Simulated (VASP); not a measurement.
Write the native input for VASP 6.6.1 that does the following.

* Task: relaxation of shape and atoms at fixed volume
* Functional: PBE
* Potentials or basis: VASP PAW PBE potentials, release 64 (Al, Ga_d, P)
* Cutoff: 600 eV
* k mesh: 10 × 10 × 10
* Occupations: gaussian, width 0.02 eV
* Spin: no spin polarisation
* Dipole correction: no
* Further INCAR settings: ALGO = Normal; EDIFF = 1e-07; IBRION = 2; EDIFFG = -0.01; NSW = 50; ISIF = 4

The structure of AlGa2P3 lies in POSCAR:

```
AlGa2P3
1.0
   -2.0103229638      2.0103229638      8.5231114770
    2.0103229638     -2.0103229638      8.5231114770
    2.0103229638      2.0103229638     -8.5231114770
Al Ga P
1 2 3
Direct
    0.5000000000      0.5000000000      0.0000000000
    0.8334029876      0.8334029876      0.0000000000
    0.1665970124      0.1665970124      0.0000000000
    0.4172075281      0.9172075281      0.5000000000
    0.0827924719      0.5827924719      0.5000000000
    0.7500000000      0.2500000000      0.5000000000
```

The input as run:

INCAR

```
ALGO = Normal ; EDIFF = 1E-7
EDIFFG = -0.01 ; ENCUT = 600
GGA = PE ; IBRION = 2
ISIF = 4 ; ISMEAR = 0
LASPH = T ; LCHARG = F
LREAL = F ; LWAVE = F
NELM = 80 ; NSW = 50
PREC = Accurate ; SIGMA = 0.02
```

KPOINTS

```
k-points
0
Gamma
  10 10 10
```

Potentials or basis: VASP PAW PBE potentials, release 64 (Al, Ga_d, P).

Run with:

```sh
$ cat potpaw_PBE.64/Al/POTCAR potpaw_PBE.64/Ga_d/POTCAR potpaw_PBE.64/P/POTCAR > POTCAR
$ mpirun -np 1 vasp_std > vasp.out
```

It gave:

| Quantity | Value |
| --- | --- |
| Energy gained by relaxing | 0.0 meV/atom |
| Ionic steps | 4 |
| Pressure after relaxing | -6.1 GPa |
| Largest force after relaxing | 0.006 eV/Å |
| Band gap on the k mesh | 1.21 eV |

Wall time 100 min on 1 thread of Oxide Virtual Turin-like Processor, on a shared host, peak memory 1 GiB.
